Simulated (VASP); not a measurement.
BN: single point with PBEsol

BN:

```
B N
1.0
     2.53600    0.00000    0.00000
    -1.26800    2.19624    0.00000
     0.00000    0.00000    4.19900
B N
2 2
Cartesian
  1.2680 0.7321 0.0000
  0.0000 1.4642 2.0995
  1.2680 0.7321 1.5746
  0.0000 1.4642 3.6741
```

```
Program             : VASP 6.6.1
Task                : single point
Functional          : PBEsol
Potentials or basis : VASP PAW PBE potentials, release 64 (B, N)
Cutoff              : 520 eV
k mesh              : 12 × 12 × 6
Occupations         : fermi-dirac, width 0.01 eV
Spin                : no spin polarisation
```

- Pressure: 2.6 GPa
- Largest force: 0.063 eV/Å
- Band gap on the k mesh: 4.97 eV, indirect (least direct gap 8.27 eV)

Forces on the atoms (eV/Å):
```
B    0.000  0.000  0.063
B    0.000  0.000  0.063
N    0.000  0.000 -0.063
N    0.000  0.000 -0.063
```

Stress tensor (GPa, compression positive):
```
2.95 0.00 0.00
0.00 2.95 0.00
0.00 0.00 1.86
```

Levels at points of the mesh, in eV from the valence-band top:
```csv
k point,band 6,band 7,band 8,band 9,band 10,band 11
"(0.00, 0.00, 0.00)",-0.25,0.00,0.00,8.37,8.37,8.56
"(0.50, 0.00, 0.00)",-5.06,-4.51,-2.15,6.61,7.85,10.62
"(0.00, 0.00, 0.50)",-1.19,-1.19,-1.19,9.54,9.54,9.94
"(0.50, 0.00, 0.50)",-3.83,-3.61,-3.61,6.48,6.48,10.00
```

It took 42 s on 1 thread of Intel Xeon 8259CL, on a shared host, peak memory 0.12 GiB.

Caveat: the PAW data sets were made with another functional, which shifts forces and pressure a little. A hybrid or GW would open this gap; PBEsol tends to underestimate it.
